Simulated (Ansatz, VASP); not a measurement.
## Two plane-wave programs on Ag

```
Ag
1.0
     0.00000    2.04989    2.04989
     2.04989    0.00000    2.04989
     2.04989    2.04989    0.00000
Ag
1
Direct
  0.00000 0.00000 0.00000
```

Change from the starting cell: volume scaled by 1.01, PAW files.

Alike in both runs: task electric field gradients; functional PBEsol; k mesh 15 × 15 × 15; occupations fermi-dirac, width 0.03 eV; no spin polarisation.

```csv
,VASP,Ansatz
version,VASP 6.6.1,Ansatz 0.2.0
potentials or method,"VASP PAW PBE potentials, release 64 (Ag)","PAW with Ansatz's default frozen-core files, scalar-relativistic"
plane-wave cutoff (eV),520,420
valence electrons in the cell,11,19
```

```csv
,VASP,Ansatz,Ansatz less VASP
pressure (GPa),-3.9,-3.8,+0.18
```

VASP's potentials were made for PBE, not for PBEsol. VASP's potentials hold 11 valence electrons a cell and Ansatz's 19, so a difference there can come from the potentials and not from the codes.
